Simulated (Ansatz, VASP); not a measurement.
This is a calculation of Lu for Ansatz 0.2.0.

The input input.yaml:

```yaml
crystal:
  lattice:
    - [3.5718056782, 0.0, 0.0]
    - [-1.7859028391, 3.0932744547, 0.0]
    - [0.0, 0.0, 5.659768816]
  atoms:
    - { symbol: Lu, position: [0.6666666667, 0.3333333333, 0.75] }
    - { symbol: Lu, position: [0.3333333333, 0.6666666667, 0.25] }
hamiltonian:
  xc: pbesol
  pseudopotentials: { kind: paw }
kpoints:
  mp_grid: { grid: [9, 9, 5] }
scf:
  occupations: { method: fermi_dirac, width: 0.05 }
output:
  forces: true
  stress: true
  eigenvalues: true
```

Potentials or basis: Ansatz PAW.

Run with:

```sh
$ ansatz run input.yaml --threads 1 --pin off --max-ram 3584MiB --backend cpu --events-out ev --progress --plain --runs-dir out
```

Question: Set up the same calculation for VASP 6.6.1. Potentials there: VASP PAW PBE potentials, release 64 (Lu).

Answer: As run (the cutoff follows the program's own potentials):

File INCAR:

```
SYSTEM = Lu
PREC = Accurate
ENCUT = 520
EDIFF = 1E-7
ISMEAR = -1
SIGMA = 0.05
LREAL = .FALSE.
LASPH = .TRUE.
NELM = 100
ALGO = Normal
ISIF = 2
LWAVE = .FALSE.
LCHARG = .TRUE.
GGA = PS
LELF = .TRUE.
LVHAR = .TRUE.
NBANDS = 32
```

File KPOINTS:

```
Automatic mesh
0
G
  9 9 5
  0 0 0
```

The input POSCAR:

```
Lu
1.0
    3.5718056782      0.0000000000      0.0000000000
   -1.7859028391      3.0932744547      0.0000000000
    0.0000000000      0.0000000000      5.6597688160
Lu
2
Direct
    0.6666666667      0.3333333333      0.7500000000
    0.3333333333      0.6666666667      0.2500000000
```

Potentials or basis: VASP PAW PBE potentials, release 64 (Lu).

The run is started by

```console
$ cat potpaw_PBE.64/Lu/POTCAR > POTCAR
$ mpirun -np 1 vasp_std > vasp.out
```

Both were run:

|  | VASP | Ansatz | Ansatz less VASP |
| --- | --- | --- | --- |
| gap on the k mesh at the Fermi level (eV) | none | none | - |
| pressure (GPa) | -5.0 | -5.1 | -0.09 |
| traceless stress, the component that is largest in VASP (GPa) | -0.56 | -0.55 | +0.005 |

VASP's potentials were made for PBE, not for PBEsol. A gap of «none» marks a metal or a gap that the smearing closes.

Neither program's run includes spin-orbit coupling.
